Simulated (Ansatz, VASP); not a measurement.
# One calculation of CdF2, two programs

File INCAR:

```
SYSTEM = CdF2
PREC = Accurate ; ENCUT = 520
EDIFF = 1E-6 ; ISMEAR = 0
SIGMA = 0.05 ; LREAL = .False.
LASPH = .True. ; NELM = 100
ALGO = Normal ; ISIF = 2
LWAVE = .False. ; LCHARG = .True.
GGA = PE ; LELF = .True.
LVHAR = .True. ; NBANDS = 20
```

The input KPOINTS:

```
regular mesh
0
Gamma
  8 8 8
  0 0 0
```

POSCAR

```
CdF2
1.0
    0.0000000000      2.6940000000      2.6940000000
    2.6940000000      0.0000000000      2.6940000000
    2.6940000000      2.6940000000      0.0000000000
Cd F
1 2
Direct
    0.0040183064      0.0040183064      0.0040183064
    0.2500000000      0.2500000000      0.2500000000
    0.7500000000      0.7500000000      0.7500000000
```

Input for Ansatz:

```yaml
crystal:
  lattice:
    - [0.0, 2.694, 2.694]
    - [2.694, 0.0, 2.694]
    - [2.694, 2.694, 0.0]
  atoms:
    - { symbol: Cd, position: [0.0040183064, 0.0040183064, 0.0040183064] }
    - { symbol: F, position: [0.25, 0.25, 0.25] }
    - { symbol: F, position: [0.75, 0.75, 0.75] }
basis:
  ecutwfc: 420
kpoints:
  mp_grid: { grid: [8, 8, 8] }
hamiltonian:
  xc: pbe
scf:
  occupations: { method: gaussian, width: 0.05 }
output:
  forces: true
  stress: true
  eigenvalues: true
```

Change from the starting cell: all Cd atoms moved +0.037 Å, as atom 1 along Cartesian [1 1 1].

Alike in both runs: task single point; functional PBE; k mesh 8 × 8 × 8; occupations gaussian, width 0.05 eV; no spin polarisation.

```csv
,VASP,Ansatz
version,VASP 6.6.1,Ansatz 0.2.0
potentials or method,"VASP PAW PBE potentials, release 64 (Cd, F), cutoff 520 eV","scalar-relativistic, plane waves, PAW"
valence electrons in the cell,26,34
```

Ansatz gave:

* gap on the k mesh at the Fermi level (eV): 3.10
* least direct gap on the mesh (eV): 3.60
* pressure (GPa): 5.5
* traceless stress, the component that is largest in VASP (GPa): 0.05
* rms of the force components (eV/Å): 0.082

Q: Estimate VASP's values.

A: gap on the k mesh at the Fermi level (eV): 3.07; least direct gap on the mesh (eV): 3.57; pressure (GPa): 6.3; traceless stress, the component that is largest in VASP (GPa): 0.05; rms of the force components (eV/Å): 0.091.

Atom by atom the forces differ by 0.009 eV/Å (rms over components). With one functional, cell and mesh, what is left measures potentials, basis and numerics. VASP's potentials hold 26 valence electrons a cell and Ansatz's 34, so a difference there can come from the potentials and not from the codes.
